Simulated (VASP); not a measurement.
# Cs (P6_3/mmc) in VASP: notebook

Cs is run at these levels: PBEsol, LDA, r2SCAN; tasks: single point.

Everything below comes from runs of VASP 6.6.1. Logs are shortened: lines on timing, memory, paths and dates and some standing lists are left out, and cuts for length are marked.

**1. The cell of the first run**

The structure is hexagonal, space group P6_3/mmc (No. 194). Conventional cell: a = 5.510 Å, b = 5.510 Å, c = 9.303 Å, α = 90.00°, β = 90.00°, γ = 120.00°.

This isn't the form of Cs at room conditions, which is bcc.

**2. Single point, PBEsol (strained)**

The input, INCAR:

```
SYSTEM = Cs
PREC = Accurate
ENCUT = 520
EDIFF = 1E-7
ISMEAR = 0
SIGMA = 0.1
LREAL = .FALSE.
LASPH = .TRUE.
NELM = 60
ALGO = Fast
ISIF = 2
LWAVE = .FALSE.
LCHARG = .FALSE.
GGA = PS
NBANDS = 16
```

The input, KPOINTS:

```
Automatic mesh
0
G
  9 9 6
  0 0 0
```

The input, POSCAR:

```
Cs
1.0
    5.5097523843      0.0000000000      0.0000000000
   -2.7548761921      4.7715855334      0.0000000000
    0.0000000000      0.0000000000      9.3032899982
Cs
2
Direct
    0.3333333300      0.6666666700      0.2500000000
    0.6666666700      0.3333333300      0.7500000000
```

Potentials or basis: VASP PAW PBE potentials, release 64 (Cs_sv).

Command:

```sh
cat potpaw_PBE.64/Cs_sv/POTCAR > POTCAR
mpirun -np 1 vasp_std > vasp.out
```

OUTCAR:

```text
SYSTEM = Cs
   PREC = Accurate
   ENCUT = 520
   EDIFF = 1E-7
   ISMEAR = 0
   LREAL = .FALSE.
   LASPH = .TRUE.
   NELM = 60
   ISIF = 2
   GGA = PS

 ion  position               nearest neighbor table
   1  0.333  0.667  0.250-
   2  0.667  0.333  0.750-

  LATTYP: Found a hexagonal cell.
 ALAT       =     5.5097523843
 C/A-ratio  =     1.6885132669

  Lattice vectors:

 A1 = (   5.5097523843,   0.0000000000,   0.0000000000)
 A2 = (  -2.7548761921,   4.7715855334,   0.0000000000)
 A3 = (   0.0000000000,   0.0000000000,   9.3032899982)

Analysis of symmetry for initial positions (statically):
=====================================================================
 Subroutine PRICEL returns:
 Original cell was already a primitive cell.

 Routine SETGRP: Setting up the symmetry group for a
 hexagonal supercell.

 Subroutine GETGRP returns: Found 24 space group operations
 (whereof 12 operations were pure point group operations)
 out of a pool of 24 trial point group operations.

The static configuration has the point symmetry D_3d.
 The point group associated with its full space group is D_6h.

Analysis of symmetry for dynamics (positions and initial velocities):
=====================================================================
 Subroutine PRICEL returns:
 Original cell was already a primitive cell.

 Routine SETGRP: Setting up the symmetry group for a
 hexagonal supercell.

 Subroutine GETGRP returns: Found 24 space group operations
 (whereof 12 operations were pure point group operations)
 out of a pool of 24 trial point group operations.

The dynamic configuration has the point symmetry D_3d.
 The point group associated with its full space group is D_6h.

 Subroutine INISYM returns: Found 24 space group operations
 (whereof 12 operations are pure point group operations),
 and found     1 'primitive' translations

----------------------------------------------------------------------------------------

                                     Primitive cell

  volume of cell :     244.5859

  direct lattice vectors                    reciprocal lattice vectors
     5.509752384  0.000000000  0.000000000     0.181496360  0.104786972  0.000000000
    -2.754876192  4.771585533  0.000000000     0.000000000  0.209573944  0.000000000
     0.000000000  0.000000000  9.303289998     0.000000000  0.000000000  0.107488856

  length of vectors
[... 75 lines left out ...]
   ICHARG =      2    charge: 1-file 2-atom 10-const
   ISPIN  =      1    spin polarized calculation?
   LNONCOLLINEAR =      F non collinear calculations
   LSORBIT =      F    spin-orbit coupling
   LASPH  =      T    aspherical Exc in radial PAW
   ENCUT  =  520.0 eV  38.22 Ry    6.18 a.u.  10.24 10.24 17.30*2*pi/ulx,y,z
   NELM   =     60;   NELMIN=  2; NELMDL= -5     # of ELM steps
   EDIFF  = 0.1E-06   stopping-criterion for ELM
   LREAL  =      F    real-space projection
   EDIFFG = 0.1E-05   stopping-criterion for IOM
   NSW    =      0    number of steps for IOM
   IBRION =     -1    ionic relax: 0-MD 1-quasi-New 2-CG
   NFREE  =      0    steps in history (QN), initial steepest desc. (CG)
   ISIF   =      2    stress and relaxation
   ISYM   =      2    0-nonsym 1-usesym 2-fastsym
   POTIM  = 0.5000    time-step for ionic-motion
   TEBEG  =    0.0;   TEEND  =   0.0 temperature during run
   PSTRESS=    0.0 pullay stress
   NELECT =      18.0000    total number of electrons
   NUPDOWN=      -1.0000    fix difference up-down
   EMIN   =  10.00;   EMAX   =-10.00  energy-range for DOS
   EFERMI =   0.00;   METHOD = LEGACY
   ISMEAR =     0;   SIGMA  =   0.10  broadening in eV -4-tet -1-fermi 0-gaus
   EFERMI_NEDOS =   21; number of points for ismear=-14 and -15
   IALGO  =     68    algorithm
   IMIX   =      4    mixing-type and parameters
     AMIX     =   0.40;   BMIX     =  1.00
     AMIX_MAG =   1.60;   BMIX_MAG =  1.00
  volume/ion in A,a.u.               =     122.29       825.27
  Fermi-wavevector in a.u.,A,eV,Ry     =   0.686049  1.296445  6.403764  0.470663
  Thomas-Fermi vector in A             =   1.766166
   LORBIT       =      0    0 simple, 1 ext, 2 COOP (PROOUT), +10 PAW based schemes
   GGA     = PS    functional components
   LHFCALC =     F    Hartree Fock is set to
   AEXX    =    0.0000 exact exchange contribution
   IVDW    =     0    specifies the selected vdW correction
   LEPSILON=     F    determine dielectric tensor
   LRPA    =     F    only Hartree local field effects (RPA)
 non-spin polarized calculation
 RMM-DIIS sequential band-by-band and
 Gauss-broadening in eV      SIGMA  =   0.10
  energy-cutoff  :      520.00
  volume of cell :      244.59
 maximum number of plane-waves:      6612
 NGX is ok and might be reduce to    42
   NGX = 21   NGY = 21   NGZ = 35

 number of electron      17.9999999 magnetization

 Free energy of the ion-electron system (eV)
  ---------------------------------------------------
  ext. energy  EPLUGINS =         0.00000000
  ---------------------------------------------------
  free energy    TOTEN  =        -1.87442232 eV

  energy without entropy =       -1.86139708  energy(sigma->0) =       -1.86790970

 E-fermi :   0.2384     XC(G=0):  -5.3184

 val. band max:        0.2261544524   @ k =   0.1111   0.1111   0.1667
 cond. band min:       0.2437577079   @ k =   0.3333   0.1111   0.5000
 fundamental gap:      0.0176032555
 Fermi energy:         0.2383848005

 k-point     1 :       0.0000    0.0000    0.0000
  band No.  band energies     occupation
      1     -23.6516      2.00000
      2     -23.6478      2.00000
      3     -10.4846      2.00000
      4     -10.3911      2.00000
      5     -10.3911      2.00000
      6     -10.3840      2.00000
[... 433 lines left out ...]
      3     -10.4620      2.00000
      4     -10.4559      2.00000
      5     -10.4559      2.00000
      6     -10.4380      2.00000
[... 8 lines left out ...]
     15       2.3428      0.00000
     16       3.2298      0.00000

 [... further k-points ...]
[... 5 lines left out ...]
  --------------------------------------------------------------------------------------
  -------------------------------------------------------------------------------------
  Total       -0.2805694     -0.2805694     -0.3559614     -0.0000000     -0.0000000      0.0000000
  in kB       -1.8378899     -1.8378899     -2.3317506     -0.0000000     -0.0000000      0.0000000
  external PRESSURE =      -2.0025101 kB  Pullay stress =       0.0000000 kB

 VOLUME and BASIS-vectors are now :
 -----------------------------------------------------------------------------
  energy-cutoff  :      520.00
  volume of cell :      244.59
      direct lattice vectors                 reciprocal lattice vectors
     5.509752384  0.000000000  0.000000000     0.181496360  0.104786972  0.000000000
    -2.754876192  4.771585533  0.000000000     0.000000000  0.209573944  0.000000000
     0.000000000  0.000000000  9.303289998     0.000000000  0.000000000  0.107488856

 POSITION                                       TOTAL-FORCE (eV/Angst)
 -----------------------------------------------------------------------------------
     -0.00000      3.18106      2.32582         0.000000      0.000000      0.000000
      2.75488      1.59053      6.97747        -0.000000      0.000000      0.000000
 -----------------------------------------------------------------------------------
    total drift:                               -0.000005      0.000003     -0.000000

  FREE ENERGIE OF THE ION-ELECTRON SYSTEM (eV)
  ---------------------------------------------------
  free  energy   TOTEN  =        -1.8744223244 eV

  energy  without entropy=       -1.8613970790  energy(sigma->0) =       -1.86790970
```

stdout:

```text
POSCAR found type information on POSCAR Cs
 POSCAR found :  1 types and       2 ions
 scaLAPACK will be used
 -----------------------------------------------------------------------------
|                                                                             |
|                                                                             |
|     You enforced a specific xc type in the INCAR file but a different       |
|     I HOPE YOU KNOW WHAT YOU ARE DOING!                                     |
|                                                                             |
 -----------------------------------------------------------------------------

 LDA part: xc-table for (Slater+PW92), standard interpolation
 POSCAR, INCAR and KPOINTS ok, starting setup
 FFT: planning ... GRIDC
 FFT: planning ... GRID_SOFT
 FFT: planning ... GRID
 WAVECAR not read
 entering main loop
WARNING in EDDRMM: call to ZHEGV failed, returncode =   6  3     15
WARNING in EDDRMM: call to ZHEGV failed, returncode =   6  3      9
```

Run time: 4.1 min. Hardware: 1 thread of Intel Xeon 6975P-C (Granite Rapids), shared host; peak memory 0.41 GiB.

Results:

| Item | Value |
| --- | --- |
| Free energy | -1.8744 eV |
| Pressure | -0.2 GPa |
| Band gap on the k mesh | zero (bands 9 and 10 overlap by 1.88 eV) |

Caveat: the cell differs from its parent crystal (strained); the PAW data sets were made with another functional, which shifts forces and pressure a little; spin-orbit coupling is left out, which moves the levels of the heavy elements.

**3. Single point, PBEsol (strained)**

The input, INCAR:

```
  PREC = Accurate
  ENCUT = 520
  EDIFF = 1E-6
  ISMEAR = 0
  SIGMA = 0.1
  LREAL = False
  LASPH = True
  NELM = 60
  ALGO = Fast
  ISIF = 2
  LWAVE = False
  LCHARG = False
  GGA = PS
  NBANDS = 16
```

The input, KPOINTS:

```
Automatic mesh
0
Gamma
  9 9 6
```

The input, POSCAR:

```
Cs
1.0
    5.5514996797      0.0000000000      0.0000000000
   -2.7757498398      4.8077397518      0.0000000000
    0.0000000000      0.0000000000      9.5116057748
Cs
2
Direct
    0.3333333300      0.6666666700      0.2500000000
    0.6666666700      0.3333333300      0.7500000000
```

Potentials or basis: VASP PAW PBE potentials, release 64 (Cs_sv).

Command:

```sh
cat potpaw_PBE.64/Cs_sv/POTCAR > POTCAR
mpirun -np 1 vasp_std > vasp.out
```

It took 3.2 min on 1 thread of Intel Xeon 6975P-C (Granite Rapids), shared host; peak memory 0.42 GiB.

Results (log left out):

* Free energy: -1.8609 eV
* Pressure: -0.2 GPa
* Band gap on the k mesh: zero (bands 9 and 10 overlap by 1.88 eV)

Stress tensor (GPa, compression positive):
```
-0.22  0.00  0.00
 0.00 -0.22  0.00
 0.00  0.00 -0.30
```

Levels at points of the mesh, in eV from the Fermi level:
```csv
k point,band 6,band 7,band 8,band 9,band 10,band 11,band 12,band 13
"(0.00, 0.00, 0.00)",-10.65,-10.64,-10.64,-1.59,-0.11,0.57,2.21,2.39
"(0.00, 0.00, 0.50)",-10.65,-10.65,-10.65,-1.06,-1.06,1.49,1.49,2.42
```

Caveat: the cell differs from its parent crystal (strained); the PAW data sets were made with another functional, which shifts forces and pressure a little; spin-orbit coupling is left out, which moves the levels of the heavy elements.

**4. Single point, LDA (strained)**

The input, INCAR:

```
PREC = Accurate
ENCUT = 520
EDIFF = 1E-7
ISMEAR = 0
SIGMA = 0.1
LREAL = False
LASPH = True
NELM = 80
ALGO = Fast
ISIF = 2
LWAVE = False
LCHARG = False
GGA = CA
NBANDS = 16
```

KPOINTS is that of step 3.

The input, POSCAR:

```
Cs
1.0
    5.7071892600      0.0000000000      0.0000000000
   -2.8535946300      4.9425708835      0.0000000000
    0.0000000000      0.0000000000      9.4928110625
Cs
2
Direct
    0.3333333300      0.6666666700      0.2500000000
    0.6666666700      0.3333333300      0.7500000000
```

Potentials or basis: VASP PAW LDA potentials, release 64 (Cs_sv).

Command:

```sh
cat potpaw_LDA.64/Cs_sv/POTCAR > POTCAR
mpirun -np 1 vasp_std > vasp.out
```

Run time: 3.6 min. Hardware: 1 thread of Intel Xeon 6975P-C (Granite Rapids), shared host; peak memory 0.35 GiB.

It converged, with:

| Item | Value |
| --- | --- |
| Free energy | -1.8554 eV |
| Pressure | -0.5 GPa |
| Band gap on the k mesh | zero (bands 9 and 10 overlap by 1.83 eV) |

Levels at points of the mesh, in eV from the Fermi level:
```
           k point  band 6  band 7  band 8  band 9  band 10  band 11  band 12  band 13
(0.00, 0.00, 0.00)  -10.69  -10.69  -10.69   -1.54    -0.07     0.67     2.21     2.26
(0.00, 0.00, 0.50)  -10.69  -10.69  -10.69   -1.02    -1.02     1.53     1.53     2.27
```

Caveat: the cell differs from its parent crystal (strained); spin-orbit coupling is left out, which moves the levels of the heavy elements.

**5. Single point, r2SCAN (strained)**

The input, POSCAR:

```
Cs
1.0
    5.7743189110      0.0000000000      0.0000000000
   -2.8871594555      5.0007068666      0.0000000000
    0.0000000000      0.0000000000      9.6044683187
Cs
2
Direct
    0.3333333300      0.6666666700      0.2500000000
    0.6666666700      0.3333333300      0.7500000000
```

The input, INCAR.step1:

```
ALGO     = Normal         # electronic algorithm
EDIFF    = 1E-4           # SCF threshold, eV
ENCUT    = 520            # plane-wave cutoff, eV
GGA      = PE             # functional
ISMEAR   = 0              # smearing method
LASPH    = True           # aspherical terms in the spheres
LCHARG   = False          # write CHGCAR
LREAL    = False          # projectors in reciprocal space
LWAVE    = True           # write WAVECAR
NBANDS   = 16             # bands
NELM     = 60             # most SCF steps
PREC     = Accurate       # precision mode
SIGMA    = 0.1            # smearing width, eV
```

The input, INCAR.step2:

```
ALGO     = Normal         # electronic algorithm
EDIFF    = 1E-6           # SCF threshold, eV
ENCUT    = 520            # plane-wave cutoff, eV
ISIF     = 2              # what is computed and relaxed
ISMEAR   = 0              # smearing method
ISTART   = 1            
LASPH    = True           # aspherical terms in the spheres
LCHARG   = False          # write CHGCAR
LMIXTAU  = True         
LREAL    = False          # projectors in reciprocal space
LWAVE    = False          # write WAVECAR
METAGGA  = R2SCAN         # meta-GGA
NBANDS   = 16             # bands
NELM     = 60             # most SCF steps
PREC     = Accurate       # precision mode
SIGMA    = 0.1            # smearing width, eV
```

The input, KPOINTS:

```
k-points
0
Gamma
  9 9 6
```

Potentials or basis: VASP PAW PBE potentials, release 64 (Cs_sv).

Command:

```sh
cat potpaw_PBE.64/Cs_sv/POTCAR > POTCAR
cp INCAR.step1 INCAR
mpirun -np 1 vasp_std > vasp.out
cp INCAR.step2 INCAR
mpirun -np 1 vasp_std > vasp.out
```

Wall time 19 min (1 thread of Intel Xeon 6975P-C (Granite Rapids), shared host); peak memory 0.53 GiB.

The run converged. Its results:

| Item | Value |
| --- | --- |
| Free energy | -50.0241 eV |
| Pressure | -0.2 GPa |
| Band gap on the k mesh | zero (bands 9 and 10 overlap by 1.85 eV) |

Levels at points of the mesh, in eV from the Fermi level:
| k point | band 7 | band 8 | band 9 | band 10 | band 11 | band 12 |
| --- | --- | --- | --- | --- | --- | --- |
| (0.00, 0.00, 0.00) | -11.30 | -11.30 | -1.62 | 0.06 | 0.47 | 2.54 |
| (0.00, 0.00, 0.50) | -11.31 | -11.31 | -1.08 | -1.08 | 1.67 | 1.67 |

Caveat: the cell differs from its parent crystal (strained); the PAW data sets were made with another functional, which shifts forces and pressure a little; spin-orbit coupling is left out, which moves the levels of the heavy elements.

**6. The runs side by side**

| level | potentials or basis | cell | gap on the mesh (eV) | pressure (GPa) |
| --- | --- | --- | --- | --- |
| PBEsol | VASP PAW PBE potentials, release 64 (Cs_sv) | a = 5.510, b = 5.510, c = 9.303 Å, angles 90.0, 90.0, 120.0°, 2 atoms | none | -0.2 |
| PBEsol | VASP PAW PBE potentials, release 64 (Cs_sv) | a = 5.551, b = 5.551, c = 9.512 Å, angles 90.0, 90.0, 120.0°, 2 atoms | none | -0.2 |
| LDA | VASP PAW LDA potentials, release 64 (Cs_sv) | a = 5.707, b = 5.707, c = 9.493 Å, angles 90.0, 90.0, 120.0°, 2 atoms | none | -0.5 |
| r2SCAN | VASP PAW PBE potentials, release 64 (Cs_sv) | a = 5.774, b = 5.774, c = 9.604 Å, angles 90.0, 90.0, 120.0°, 2 atoms | none | -0.2 |

Alike in all rows: task single point; no spin polarisation; k mesh 9 × 9 × 6; cutoff (eV) 520; smearing gaussian 0.1 eV.

Caveats: spin-orbit coupling is left out, which moves the levels of the heavy elements; the PAW data sets were made with another functional, which shifts forces and pressure a little (at least some runs).

Total energies depend on the potentials used, so only differences within one code and one set of settings carry meaning.
